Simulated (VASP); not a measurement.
A run of VASP 6.6.1 is set up as follows.

The input POSCAR:

```
MgB2
1.0
    3.0850000000      0.0000000000      0.0000000000
   -1.5425000000      2.6716883707      0.0000000000
    0.0000000000      0.0000000000      3.5230000000
Mg B
1 2
Direct
    0.0000000000      0.0000000000      0.0000000000
    0.6666666667      0.3333333333      0.5000000000
    0.3333333333      0.6666666667      0.5000000000
```

INCAR.step1

```
SYSTEM = MgB2
PREC = Accurate
ENCUT = 600
ISMEAR = -1
SIGMA = 0.05
LREAL = .False.
LASPH = .True.
NELM = 80
GGA = PE
ALGO = Normal
EDIFF = 1E-4
LWAVE = .True.
LCHARG = .False.
```

INCAR.step2

```
SYSTEM = MgB2
PREC = Accurate
ENCUT = 600
EDIFF = 1E-6
ISMEAR = -1
SIGMA = 0.05
LREAL = .False.
LASPH = .True.
NELM = 80
ALGO = Normal
ISIF = 3
LWAVE = .False.
LCHARG = .False.
METAGGA = R2SCAN
LMIXTAU = .True.
IBRION = 2
NSW = 60
EDIFFG = -0.01
ISTART = 1
```

File KPOINTS:

```
Automatic mesh
0
Gamma
  10 10 8
  0 0 0
```

Potentials or basis: VASP PAW PBE potentials, release 64 (Mg, B).

Launch:

```console
$ cat potpaw_PBE.64/Mg/POTCAR potpaw_PBE.64/B/POTCAR > POTCAR
$ cp INCAR.step1 INCAR
$ mpirun -np 1 vasp_std > vasp.out
$ cp INCAR.step2 INCAR
$ mpirun -np 1 vasp_std > vasp.out
```

Task: What does it give for the relaxed volume?

Result: 9.51 Å³/atom.

Task: Predict the band gap on the k mesh.

Result: Zero (bands 4 and 5 overlap by 2.63 eV).

Task: Estimate the space group after relaxing (to 0.1 Å).

Result: P6/mmm (No. 191).

Final structure:
```xyz
3
Lattice="3.0722 0.0000 0.0000 -1.5361 2.6606 0.0000 0.0000 0.0000 3.4897" Properties=species:S:1:pos:R:3 pbc="T T T"
Mg    0.0000    0.0000    0.0000
B     1.5361    0.8869    1.7448
B     0.0000    1.7737    1.7448
```

Caveat: the PAW data sets were made with another functional, which shifts forces and pressure a little.
